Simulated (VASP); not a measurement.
Set up this calculation in VASP 6.6.1, as the native input.

```
Task                            : G0W0 quasiparticle levels
Functional                      : PBE
Potentials or basis             : VASP PAW PBE potentials, release 64 (Ca_sv_GW, S_GW)
Cutoff                          : 500 eV
k mesh                          : 8 × 8 × 8
Occupations                     : gaussian, width 0.01 eV
Spin                            : no spin polarisation
Dipole correction               : no
GW scheme                       : G0W0
GW iterations                   : 1
Cutoff of the response function : 80
Frequency points                : 96
Empty bands                     : 75
Further INCAR settings          : ALGO = EVGW0; EDIFF = 1e-08; NBANDS = 83
```

The system is CaS.

```
Ca S
1.0
     0.00000    2.84794    2.84794
     2.84794    0.00000    2.84794
     2.84794    2.84794    0.00000
Ca S
1 1
Direct
  0.00000 0.00000 0.00000
  0.50000 0.50000 0.50000
```

One way to write it, as run:

POSCAR

```
CaS
1.0
    0.0000000000      2.8479357432      2.8479357432
    2.8479357432      0.0000000000      2.8479357432
    2.8479357432      2.8479357432      0.0000000000
Ca S
1 1
Direct
    0.0000000000      0.0000000000      0.0000000000
    0.5000000000      0.5000000000      0.5000000000
```

INCAR.step1

```
ALGO = Normal
EDIFF = 1E-8
ENCUT = 500
GGA = PE
ISMEAR = 0
LASPH = True
LCHARG = False
LREAL = False
LWAVE = True
NELM = 80
PREC = Accurate
SIGMA = 0.01
```

INCAR.step2

```
ALGO = Exact
EDIFF = 1E-8
ENCUT = 500
GGA = PE
ISMEAR = 0
ISTART = 1
LASPH = True
LCHARG = False
LOPTICS = True
LREAL = False
LWAVE = True
NBANDS = 83
NELM = 1
PREC = Accurate
SIGMA = 0.01
```

INCAR.step3

```
ALGO = EVGW0
EDIFF = 1E-8
ENCUT = 500
ENCUTGW = 80.0
GGA = PE
ISMEAR = 0
ISTART = 1
LASPH = True
LCHARG = False
LREAL = False
LWAVE = False
NBANDS = 83
NBANDSGW = 16
NELMGW = 1
NOMEGA = 96
OMEGAMAX = 30
PREC = Accurate
PRECFOCK = Fast
SIGMA = 0.01
```

KPOINTS

```
k-points
0
Gamma
  8 8 8
```

Potentials or basis: VASP PAW PBE potentials, release 64 (Ca_sv_GW, S_GW).

Run with:

```sh
$ cat potpaw_PBE.64/Ca_sv_GW/POTCAR potpaw_PBE.64/S_GW/POTCAR > POTCAR
$ cp INCAR.step1 INCAR
$ mpirun -np 1 vasp_std > vasp.out
$ cp INCAR.step2 INCAR
$ mpirun -np 1 vasp_std > vasp.out
$ cp INCAR.step3 INCAR
$ mpirun -np 1 vasp_std > vasp.out
```

It gave:

```
Quasiparticle gap                                   : 3.97 eV
Least direct quasiparticle gap                      : 4.91 eV
Band gap of the starting levels on the mesh         : 2.37 eV
Least direct gap of the starting levels on the mesh : 3.18 eV
```

Caveat: bands, screening cutoff and mesh are small and nothing is extrapolated, so the quasiparticle values aren't converged.

Run time: 61 min on 1 thread of Intel(R) Xeon(R) 6975P-C (Granite Rapids), with other jobs on the host, peak memory 1.5 GiB.
